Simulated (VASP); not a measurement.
# W in VASP: single point with PBE

Aim: the single point of W with PBE.

All numbers are computed with VASP 6.6.1; they aren't measurements. Logs are shortened: lines on timing, memory, paths and dates and some standing lists are left out, and cuts for length are marked.

### 1 The cell of the first run

The cell holds a slab with vacuum, 6 atoms: a = 3.183 Å, b = 3.183 Å, c = 23.959 Å, α = 90.00°, β = 90.00°, γ = 90.00°.

### 2 Single point, PBE

Input file INCAR:

```
ALGO     = Normal         # electronic algorithm
DIPOL    = 0.5 0.5 0.500
EDIFF    = 1E-7           # SCF threshold, eV
ENCUT    = 520            # plane-wave cutoff, eV
GGA      = PE             # functional
IDIPOL   = 3            
ISIF     = 2              # what is computed and relaxed
ISMEAR   = -1             # smearing method
LASPH    = True           # aspherical terms in the spheres
LCHARG   = False          # write CHGCAR
LDIPOL   = True         
LREAL    = False          # projectors in reciprocal space
LWAVE    = False          # write WAVECAR
NBANDS   = 51             # bands
NELM     = 100            # most SCF steps
PREC     = Accurate       # precision mode
SIGMA    = 0.08           # smearing width, eV
```

Input file KPOINTS:

```
k-points
0
Gamma
  16 16 1
```

Input file POSCAR:

```
W
1.0
    3.1834185694      0.0000000000      0.0000000000
    0.0000000000      3.1834185694      0.0000000000
    0.0000000000      0.0000000000     23.9585000000
W
6
Direct
    0.2500000000      0.2500000000      0.3404682231
    0.7500000000      0.7500000000      0.3990730829
    0.2500000000      0.2500000000      0.4678512185
    0.7500000000      0.7500000000      0.5321487837
    0.2500000000      0.2500000000      0.6009269158
    0.7500000000      0.7500000000      0.6595317760
```

Potentials or basis: VASP PAW PBE potentials, release 64 (W_sv).

The run is started by

```sh
$ cat potpaw_PBE.64/W_sv/POTCAR > POTCAR
$ mpirun -np 1 vasp_std > vasp.out
```

OUTCAR:

```text
EDIFF = 1E-7
   ENCUT = 520
   GGA = PE
   ISIF = 2
   ISMEAR = -1
   LASPH = True
   LREAL = False
   NELM = 100
   PREC = Accurate

 ion  position               nearest neighbor table
   1  0.250  0.250  0.340-   2 2.65   2 2.65   2 2.65   2 2.65   3 3.05
   2  0.750  0.750  0.399-   1 2.65   1 2.65   1 2.65   1 2.65   3 2.79   3 2.79   3 2.79   3 2.79
                             4 3.19
   3  0.250  0.250  0.468-   4 2.73   4 2.73   4 2.73   4 2.73   2 2.79   2 2.79   2 2.79   2 2.79
                             1 3.05   5 3.19
   4  0.750  0.750  0.532-   3 2.73   3 2.73   3 2.73   3 2.73   5 2.79   5 2.79   5 2.79   5 2.79
                             6 3.05   2 3.19
   5  0.250  0.250  0.601-   6 2.65   6 2.65   6 2.65   6 2.65   4 2.79   4 2.79   4 2.79   4 2.79
                             3 3.19
   6  0.750  0.750  0.660-   5 2.65   5 2.65   5 2.65   5 2.65   4 3.05

  LATTYP: Found a simple tetragonal cell.
 ALAT       =     3.1834185694
 C/A-ratio  =     7.5260288516

  Lattice vectors:

 A1 = (   3.1834185694,   0.0000000000,   0.0000000000)
 A2 = (   0.0000000000,   3.1834185694,   0.0000000000)
 A3 = (   0.0000000000,   0.0000000000,  23.9585000000)

Analysis of symmetry for initial positions (statically):
=====================================================================
 Subroutine PRICEL returns:
 Original cell was already a primitive cell.

 Routine SETGRP: Setting up the symmetry group for a
 simple tetragonal supercell.

 Subroutine GETGRP returns: Found 16 space group operations
 (whereof  4 operations were pure point group operations)
 out of a pool of 16 trial point group operations.

The static configuration has the point symmetry C_2h.
 The point group associated with its full space group is D_4h.

Analysis of symmetry for dynamics (positions and initial velocities):
=====================================================================
 Subroutine PRICEL returns:
 Original cell was already a primitive cell.

 Routine SETGRP: Setting up the symmetry group for a
 simple tetragonal supercell.

 Subroutine GETGRP returns: Found 16 space group operations
 (whereof  4 operations were pure point group operations)
 out of a pool of 16 trial point group operations.

The dynamic configuration has the point symmetry C_2h.
 The point group associated with its full space group is D_4h.

 Subroutine INISYM returns: Found 16 space group operations
 (whereof  4 operations are pure point group operations),
 and found     1 'primitive' translations

----------------------------------------------------------------------------------------

                                     Primitive cell

  volume of cell :     242.7991

  direct lattice vectors                    reciprocal lattice vectors
     3.183418569  0.000000000  0.000000000     0.314127715  0.000000000  0.000000000
     0.000000000  3.183418569  0.000000000     0.000000000  0.314127715  0.000000000
     0.000000000  0.000000000 23.958500000     0.000000000  0.000000000  0.041738840

  length of vectors
     3.183418569  3.183418569 23.958500000     0.314127715  0.314127715  0.041738840

  position of ions in fractional coordinates (direct lattice)
     0.250000000  0.250000000  0.340468223
     0.750000000  0.750000000  0.399073083
     0.250000000  0.250000000  0.467851219
     0.750000000  0.750000000  0.532148784
     0.250000000  0.250000000  0.600926916
     0.750000000  0.750000000  0.659531776

  ion indices of the primitive-cell ions
   primitive index   ion index
                 1           1
                 2           2
                 3           3
                 4           4
                 5           5
                 6           6

----------------------------------------------------------------------------------------

 KPOINTS: k-points

Automatic generation of k-mesh.
 Grid dimensions read from file:
 generate k-points for:   16   16    1

 Generating k-lattice:

  Cartesian coordinates                     Fractional coordinates (reciprocal lattice)
     0.019632982  0.000000000  0.000000000     0.062500000  0.000000000  0.000000000
     0.000000000  0.019632982  0.000000000     0.000000000  0.062500000  0.000000000
     0.000000000  0.000000000  0.041738840     0.000000000  0.000000000  1.000000000

  Length of vectors
     0.019632982  0.019632982  0.041738840

  Shift w.r.t. Gamma in fractional coordinates (k-lattice)
     0.000000000  0.000000000  0.000000000

 Subroutine IBZKPT returns following result:
 ===========================================

 Found     45 irreducible k-points:

 Following reciprocal coordinates:
            Coordinates               Weight
  0.000000  0.000000  0.000000      1.000000
  0.062500  0.000000  0.000000      4.000000
  0.125000  0.000000  0.000000      4.000000
  0.187500  0.000000  0.000000      4.000000
  0.250000  0.000000  0.000000      4.000000
  0.312500  0.000000  0.000000      4.000000
[... 16 lines left out ...]
  0.437500  0.125000  0.000000      8.000000
  0.500000  0.125000  0.000000      4.000000
 [... further k-points ...]
   k-points           NKPTS =     45   k-points in BZ     NKDIM =     45   number of bands    NBANDS=     51
   number of dos      NEDOS =    301   number of ions     NIONS =      6
   total plane-waves  NPLWV = 103680
   dimension x,y,z NGX =    24 NGY =   24 NGZ =  180
   dimension x,y,z NGXF=    48 NGYF=   48 NGZF=  360
   ions per type =               6
   NGX,Y,Z   is equivalent  to a cutoff of  12.53, 12.53, 12.49 a.u.
   NGXF,Y,Z  is equivalent  to a cutoff of  25.07, 25.07, 24.98 a.u.
 SYSTEM =  unknown system
   PREC   = accura    normal or accurate (medium, high low for compatibility)
   ISTART =      0    job   : 0-new  1-cont  2-samecut
   ICHARG =      2    charge: 1-file 2-atom 10-const
   ISPIN  =      1    spin polarized calculation?
   LNONCOLLINEAR =      F non collinear calculations
   LSORBIT =      F    spin-orbit coupling
   LASPH  =      T    aspherical Exc in radial PAW
   ENCUT  =  520.0 eV  38.22 Ry    6.18 a.u.   5.92  5.92 44.55*2*pi/ulx,y,z
   NELM   =    100;   NELMIN=  2; NELMDL= -5     # of ELM steps
   EDIFF  = 0.1E-06   stopping-criterion for ELM
   LREAL  =      F    real-space projection
   EDIFFG = 0.1E-05   stopping-criterion for IOM
   NSW    =      0    number of steps for IOM
   IBRION =     -1    ionic relax: 0-MD 1-quasi-New 2-CG
   NFREE  =      0    steps in history (QN), initial steepest desc. (CG)
   ISIF   =      2    stress and relaxation
   ISYM   =      2    0-nonsym 1-usesym 2-fastsym
   POTIM  = 0.5000    time-step for ionic-motion
   TEBEG  =    0.0;   TEEND  =   0.0 temperature during run
   PSTRESS=    0.0 pullay stress
   NELECT =      84.0000    total number of electrons
   NUPDOWN=      -1.0000    fix difference up-down
   EMIN   =  10.00;   EMAX   =-10.00  energy-range for DOS
   EFERMI =   0.00;   METHOD = LEGACY
   ISMEAR =    -1;   SIGMA  =   0.08  broadening in eV -4-tet -1-fermi 0-gaus
   EFERMI_NEDOS =   21; number of points for ismear=-14 and -15
   IALGO  =     38    algorithm
   IMIX   =      4    mixing-type and parameters
     AMIX     =   0.40;   BMIX     =  1.00
     AMIX_MAG =   1.60;   BMIX_MAG =  1.00
  volume/ion in A,a.u.               =      40.47       273.08
  Fermi-wavevector in a.u.,A,eV,Ry     =   1.149262  2.171789 17.970605  1.320802
  Thomas-Fermi vector in A             =   2.285932
   LORBIT       =      0    0 simple, 1 ext, 2 COOP (PROOUT), +10 PAW based schemes
   GGA     = PE    functional components
   LHFCALC =     F    Hartree Fock is set to
   AEXX    =    0.0000 exact exchange contribution
   IVDW    =     0    specifies the selected vdW correction
   LEPSILON=     F    determine dielectric tensor
   LRPA    =     F    only Hartree local field effects (RPA)
 non-spin polarized calculation
  energy-cutoff  :      520.00
  volume of cell :      242.80
 maximum number of plane-waves:      6610
 NGX is ok and might be reduce to    24
   NGX = 11   NGY = 11   NGZ = 89

 dipolmoment           0.000000      0.000000      0.000000 electrons x Angstroem

 number of electron      83.9999992 magnetization

 dipolmoment           0.000000      0.000000     -0.000000 electrons x Angstroem

 Free energy of the ion-electron system (eV)
  ---------------------------------------------------
  ext. energy  EPLUGINS =         0.00000000
  ---------------------------------------------------
  free energy    TOTEN  =       -72.72345238 eV

  energy without entropy =      -72.59944203  energy(sigma->0) =      -72.66144721

 E-fermi :   1.9731     XC(G=0):  -6.3297

 val. band max:        1.9635596272   @ k =   0.4375   0.1250   0.0000
 cond. band min:       1.9739368277   @ k =   0.5000   0.1250   0.0000
 fundamental gap:      0.0103772005
 Fermi energy:         1.9730577250

 k-point     1 :       0.0000    0.0000    0.0000
  band No.  band energies     occupation
      1     -71.9726      2.00000
      2     -71.8993      2.00000
      3     -71.8610      2.00000
      4     -71.8126      2.00000
      5     -71.6972      2.00000
      6     -71.6952      2.00000
[... 43 lines left out ...]
     50       4.1483      0.00000
     51       4.1483      0.00000

 k-point     2 :       0.0625    0.0000    0.0000
  band No.  band energies     occupation
      1     -71.9705      2.00000
      2     -71.8975      2.00000
      3     -71.8596      2.00000
      4     -71.8132      2.00000
      5     -71.6986      2.00000
      6     -71.6968      2.00000
[... 43 lines left out ...]
     50       4.0010      0.00000
     51       4.1000      0.00000

 k-point     3 :       0.1250    0.0000    0.0000
  band No.  band energies     occupation
      1     -71.9644      2.00000
      2     -71.8922      2.00000
      3     -71.8554      2.00000
      4     -71.8148      2.00000
      5     -71.7029      2.00000
      6     -71.7014      2.00000
[... 43 lines left out ...]
     50       3.8662      0.00000
     51       3.8902      0.00000
[... 1027 lines left out ...]
 k-point    23 :       0.4375    0.1250    0.0000
  band No.  band energies     occupation
      1     -71.8943      2.00000
      2     -71.8714      2.00000
      3     -71.8057      2.00000
      4     -71.8051      2.00000
      5     -71.7546      2.00000
      6     -71.7546      2.00000
[... 43 lines left out ...]
     50       4.3132      0.00000
     51       4.9300      0.00000

 k-point    24 :       0.5000    0.1250    0.0000
  band No.  band energies     occupation
      1     -71.8816      2.00000
      2     -71.8816      2.00000
      3     -71.8009      2.00000
      4     -71.8009      2.00000
      5     -71.7594      2.00000
      6     -71.7594      2.00000
[... 43 lines left out ...]
     50       4.2198      0.00000
     51       5.0751      0.00000

 [... further k-points ...]

------------------------ aborting loop because EDIFF is reached ----------------------------------------

 vacuum level on the upper side and lower side of the slab       (xc-potential included)        -0.110        -0.110

  FORCE on cell =-STRESS in cart. coord.  units (eV):
  Direction    XX          YY          ZZ          XY          YZ          ZX
  --------------------------------------------------------------------------------------
  -------------------------------------------------------------------------------------
  Total       -2.9577139     -2.9577139      0.1723872      0.0000000      0.0000000     -0.0000000
  in kB      -19.5172950    -19.5172950      1.1375444      0.0000000      0.0000000     -0.0000000
  external PRESSURE =     -12.6323486 kB  Pullay stress =       0.0000000 kB

 VOLUME and BASIS-vectors are now :
 -----------------------------------------------------------------------------
  energy-cutoff  :      520.00
  volume of cell :      242.80
      direct lattice vectors                 reciprocal lattice vectors
     3.183418569  0.000000000  0.000000000     0.314127715  0.000000000  0.000000000
     0.000000000  3.183418569  0.000000000     0.000000000  0.314127715  0.000000000
     0.000000000  0.000000000 23.958500000     0.000000000  0.000000000  0.041738840

 POSITION                                       TOTAL-FORCE (eV/Angst)
 -----------------------------------------------------------------------------------
      0.79585      0.79585      8.15711        -0.000000     -0.000000     -0.008640
      2.38756      2.38756      9.56119        -0.000000     -0.000000     -0.041942
      0.79585      0.79585     11.20901         0.000000      0.000000      0.016011
      2.38756      2.38756     12.74949         0.000000      0.000000     -0.016011
      0.79585      0.79585     14.39731        -0.000000     -0.000000      0.041942
      2.38756      2.38756     15.80139        -0.000000     -0.000000      0.008640
 -----------------------------------------------------------------------------------
    total drift:                                0.000000     -0.000000     -0.000000

  FREE ENERGIE OF THE ION-ELECTRON SYSTEM (eV)
  ---------------------------------------------------
  free  energy   TOTEN  =       -72.7234523778 eV

  energy  without entropy=      -72.5994420326  energy(sigma->0) =      -72.66144721

 vacuum level on the upper side and lower side of the slab         6.009         6.009
```

Wall time 8 min (1 thread of Intel Xeon 6975P-C (Granite Rapids), shared host); peak memory 0.54 GiB.

What came out:

* Free energy: -72.7235 eV
* Largest force: 0.042 eV/Å
* Band gap on the k mesh: zero (band 42 reaches 3.82 eV, above the bottom of band 43 at 1.71 eV)

Forces on the atoms (eV/Å):
```
W    0.000  0.000 -0.009
W    0.000  0.000 -0.042
W    0.000  0.000  0.016
W    0.000  0.000 -0.016
W    0.000  0.000  0.042
W    0.000  0.000  0.009
```

Caveat: spin-orbit coupling is left out, which moves the levels of the heavy elements.
